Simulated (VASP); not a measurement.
# SnSe in VASP: a series of runs, part 2 of 2

VASP 6.6.1. Earlier steps stand in the parts before.

## Step 3: Single point, LDA (strain -0.025 along x and y, -0.025 along z)

INCAR reads:

```
PREC = Accurate
ENCUT = 520
EDIFF = 1E-6
ISMEAR = 0
SIGMA = 0.05
LREAL = False
LASPH = True
NELM = 60
ALGO = Normal
ISIF = 2
LWAVE = False
LCHARG = False
GGA = CA
NBANDS = 17
```

KPOINTS reads:

```
Automatic mesh
0
Gamma
  8 8 8
```

POSCAR reads:

```
SnSe
1.0
    0.0000000000      2.9347500000      2.9347500000
    2.9347500000      0.0000000000      2.9347500000
    2.9347500000      2.9347500000      0.0000000000
Sn Se
1 1
Direct
    0.0000000000      0.0000000000      0.0000000000
    0.5000000000      0.5000000000      0.5000000000
```

Potentials or basis: VASP PAW LDA potentials, release 64 (Sn_d, Se).

On the command line:

```console
$ cat potpaw_LDA.64/Sn_d/POTCAR potpaw_LDA.64/Se/POTCAR > POTCAR
$ mpirun -np 1 vasp_std > vasp.out
```

Run time: 14 s. Hardware: 1 thread of Intel Xeon Platinum 8559C (Emerald Rapids), shared host; peak memory 0.16 GiB.

It converged, with:

```
Free energy            : -9.5078 eV
Pressure               : 0.9 GPa
Band gap on the k mesh : 0.75 eV, indirect (least direct gap 0.93 eV)
```

Levels at points of the mesh, in eV from the valence-band top:
```
           k point  band 7  band 8  band 9  band 10  band 11  band 12  band 13  band 14
(0.00, 0.00, 0.00)   -4.83   -2.29   -2.29    -2.29     4.61     4.61     4.61     5.88
(0.50, 0.00, 0.00)   -8.41   -2.01   -2.01    -0.05     0.92     1.23     1.23     8.47
(0.50, 0.50, 0.00)   -6.03   -5.92   -3.90    -3.90     2.83     5.79     5.79     6.47
```

Caveat: the cell differs from its parent crystal (strain -0.025 along x and y, -0.025 along z); spin-orbit coupling is left out, which moves the levels of the heavy elements. A k mesh can miss the band edges.

## Step 4: Single point, LDA (strain +0.025 along x and y, +0.025 along z)

INCAR reads:

```
ALGO = Normal
EDIFF = 1E-6
ENCUT = 520
ISIF = 2
ISMEAR = 0
LASPH = T
LCHARG = F
LREAL = F
LWAVE = F
NBANDS = 17
NELM = 100
PREC = Accurate
SIGMA = 0.05
```

KPOINTS reads:

```
k-points
0
Gamma
  8 8 8
```

POSCAR reads:

```
SnSe
1.0
    0.0000000000      3.0852500000      3.0852500000
    3.0852500000      0.0000000000      3.0852500000
    3.0852500000      3.0852500000      0.0000000000
Sn Se
1 1
Direct
    0.0000000000      0.0000000000      0.0000000000
    0.5000000000      0.5000000000      0.5000000000
```

On the command line:

```console
$ cat potpaw_LDA.64/Sn_d/POTCAR potpaw_LDA.64/Se/POTCAR > POTCAR
$ mpirun -np 1 vasp_std > vasp.out
```

Wall time 12 s (1 thread of Intel Xeon Platinum 8559C (Emerald Rapids), shared host); peak memory 0.16 GiB.

The run converged. Its results:

* Free energy: -9.3498 eV
* Pressure: -6.1 GPa
* Band gap on the k mesh: 0.34 eV, direct

Levels at points of the mesh, in eV from the valence-band top:
```
           k point  band 8  band 9  band 10  band 11  band 12  band 13
(0.00, 0.00, 0.00)   -1.91   -1.91    -1.91     4.00     4.00     4.00
(0.50, 0.00, 0.00)   -1.66   -1.66     0.00     0.34     1.27     1.27
(0.50, 0.50, 0.00)   -4.93   -3.23    -3.23     3.27     4.91     4.91
```

Caveat: the cell differs from its parent crystal (strain +0.025 along x and y, +0.025 along z); spin-orbit coupling is left out, which moves the levels of the heavy elements.

## Step 5: Single point, LDA (strain +0.050 along x and y, +0.050 along z)

INCAR reads:

```
SYSTEM = SnSe
ALGO = Normal
EDIFF = 1E-6
ENCUT = 520
GGA = CA
ISIF = 2
ISMEAR = 0
LASPH = .True.
LCHARG = .True.
LELF = .True.
LREAL = .False.
LVHAR = .True.
LWAVE = .False.
NBANDS = 17
NELM = 60
PREC = Accurate
SIGMA = 0.05
```

KPOINTS reads:

```
k-points
0
Gamma
  8 8 8
  0 0 0
```

POSCAR reads:

```
SnSe
1.0
    0.0000000000      3.1605000000      3.1605000000
    3.1605000000      0.0000000000      3.1605000000
    3.1605000000      3.1605000000      0.0000000000
Sn Se
1 1
Direct
    0.0000000000      0.0000000000      0.0000000000
    0.5000000000      0.5000000000      0.5000000000
```

On the command line:

```console
$ cat potpaw_LDA.64/Sn_d/POTCAR potpaw_LDA.64/Se/POTCAR > POTCAR
$ mpirun -np 1 vasp_std > vasp.out
```

Wall time 22 s (1 thread of Intel Xeon Platinum 8559C (Emerald Rapids), shared host); peak memory 0.19 GiB.

The run converged. Its results:

```yaml
Free_energy: -9.1544 eV
Pressure: -8.0 GPa
Band_gap_on_the_k_mesh: 0.10 eV, direct
```

Levels at points of the mesh, in eV from the valence-band top:
```csv
k point,band 7,band 8,band 9,band 10,band 11,band 12,band 13,band 14
"(0.00, 0.00, 0.00)",-5.58,-1.76,-1.76,-1.76,3.70,3.70,3.70,6.02
"(0.50, 0.00, 0.00)",-7.45,-1.53,-1.53,0.00,0.10,1.25,1.25,7.78
"(0.50, 0.50, 0.00)",-6.09,-4.52,-2.97,-2.97,3.44,4.50,4.50,5.01
```

Caveat: the cell differs from its parent crystal (strain +0.050 along x and y, +0.050 along z); spin-orbit coupling is left out, which moves the levels of the heavy elements.

## Step 6: Single point, LDA (strain -0.050 along x and y, -0.025 along z)

INCAR reads:

```
SYSTEM = SnSe
PREC = Accurate ; ENCUT = 520
EDIFF = 1E-6 ; ISMEAR = 0
SIGMA = 0.05 ; LREAL = .FALSE.
LASPH = .TRUE. ; NELM = 60
ALGO = Normal ; ISIF = 2
LWAVE = .FALSE. ; LCHARG = .TRUE.
GGA = CA ; LELF = .TRUE.
LVHAR = .TRUE. ; NBANDS = 17
```

KPOINTS reads:

```
regular mesh
0
G
  8 8 8
  0 0 0
```

POSCAR reads:

```
SnSe
1.0
    0.0000000000      2.8595000000      2.9347500000
    2.8595000000      0.0000000000      2.9347500000
    2.8595000000      2.8595000000      0.0000000000
Sn Se
1 1
Direct
    0.0000000000      0.0000000000      0.0000000000
    0.5000000000      0.5000000000      0.5000000000
```

Potentials or basis: VASP PAW LDA potentials, release 64 (Sn_d, Se).

On the command line:

```console
$ cat potpaw_LDA.64/Sn_d/POTCAR potpaw_LDA.64/Se/POTCAR > POTCAR
$ mpirun -np 1 vasp_std > vasp.out
```

OUTCAR:

```text
SYSTEM = SnSe
   PREC = Accurate
   ENCUT = 520
   EDIFF = 1E-6
   ISMEAR = 0
   LREAL = .FALSE.
   LASPH = .TRUE.
   NELM = 60
   ISIF = 2
   GGA = CA

 ion  position               nearest neighbor table
   1  0.000  0.000  0.000-   2 2.86   2 2.86   2 2.86   2 2.86   2 2.93   2 2.93
   2  0.500  0.500  0.500-   1 2.86   1 2.86   1 2.86   1 2.86   1 2.93   1 2.93

  LATTYP: Found a body centered tetragonal cell.
 ALAT       =     4.0439436816
 C/A-ratio  =     1.4514297088

  Lattice vectors:

 A1 = (  -2.8595000000,   0.0000000000,   2.9347500000)
 A2 = (   2.8595000000,   0.0000000000,   2.9347500000)
 A3 = (   0.0000000000,   2.8595000000,  -2.9347500000)

[... 648 lines left out ...]
      6      -6.9046      2.00000
[... 9 lines left out ...]
     16      16.4594      0.00000
     17      18.7573      0.00000

 [... further k-points ...]
[... 5 lines left out ...]
  --------------------------------------------------------------------------------------
  -------------------------------------------------------------------------------------
  Total        1.8911620      1.8911620      0.4685574      0.0000000      0.0000000      0.0000000
  in kB       63.1332299     63.1332299     15.6419920      0.0000000      0.0000000      0.0000000
  external PRESSURE =      47.3028173 kB  Pullay stress =       0.0000000 kB

 VOLUME and BASIS-vectors are now :
 -----------------------------------------------------------------------------
  energy-cutoff  :      520.00
  volume of cell :       47.99
      direct lattice vectors                 reciprocal lattice vectors
     0.000000000  2.859500000  2.934750000    -0.174855744  0.174855744  0.170372263
     2.859500000  0.000000000  2.934750000     0.174855744 -0.174855744  0.170372263
     2.859500000  2.859500000  0.000000000     0.174855744  0.174855744 -0.170372263

 POSITION                                       TOTAL-FORCE (eV/Angst)
 -----------------------------------------------------------------------------------
      0.00000      0.00000      0.00000         0.000000     -0.000000      0.000000
      2.85950      2.85950      2.93475        -0.000000      0.000000     -0.000000
 -----------------------------------------------------------------------------------
    total drift:                               -0.000000      0.000000      0.000000

  FREE ENERGIE OF THE ION-ELECTRON SYSTEM (eV)
  ---------------------------------------------------
  free  energy   TOTEN  =        -9.4525909002 eV

  energy  without entropy=       -9.4525909002  energy(sigma->0) =       -9.45259090
```

It took 28 s on 1 thread of Intel Xeon Platinum 8559C (Emerald Rapids), shared host; peak memory 0.18 GiB.

What came out:

```yaml
Free_energy: -9.4526 eV
Pressure: 4.7 GPa
Band_gap_on_the_k_mesh: 0.61 eV, indirect (least direct gap 0.77 eV)
```

Levels at points of the mesh, in eV from the valence-band top:
```csv
k point,band 8,band 9,band 10,band 11,band 12,band 13
"(0.00, 0.00, 0.00)",-2.70,-2.70,-2.44,4.19,4.88,4.88
"(0.50, 0.00, 0.00)",-2.35,-2.28,-0.26,0.96,1.00,1.11
"(0.50, 0.50, 0.00)",-6.11,-4.28,-4.28,2.54,6.04,6.04
"(0.50, 0.00, 0.50)",-6.26,-4.51,-4.19,2.45,5.54,6.25
```

Caveat: the cell differs from its parent crystal (strain -0.050 along x and y, -0.025 along z); spin-orbit coupling is left out, which moves the levels of the heavy elements. A k mesh can miss the band edges.

## Step 7: The runs side by side

```tsv
cell	gap on the mesh (eV)	pressure (GPa)
a = 4.044 Å, angles 60.0°, 2 atoms	0.63	6.8
a = 4.150 Å, angles 60.0°, 2 atoms	0.75	0.9
a = 4.363 Å, angles 60.0°, 2 atoms	0.34	-6.1
a = 4.470 Å, angles 60.0°, 2 atoms	0.10	-8.0
a = 4.097, b = 4.097, c = 4.044 Å, angles 60.4, 60.4, 59.1°, 2 atoms	0.61	4.7
```

Alike in all rows: task single point; level LDA; potentials or basis VASP PAW LDA potentials, release 64 (Sn_d, Se); no spin polarisation; k mesh 8 × 8 × 8; cutoff (eV) 520; smearing gaussian 0.05 eV.

Caveats: spin-orbit coupling is left out, which moves the levels of the heavy elements.

Absolute energies hang on the potentials; compare differences alone.
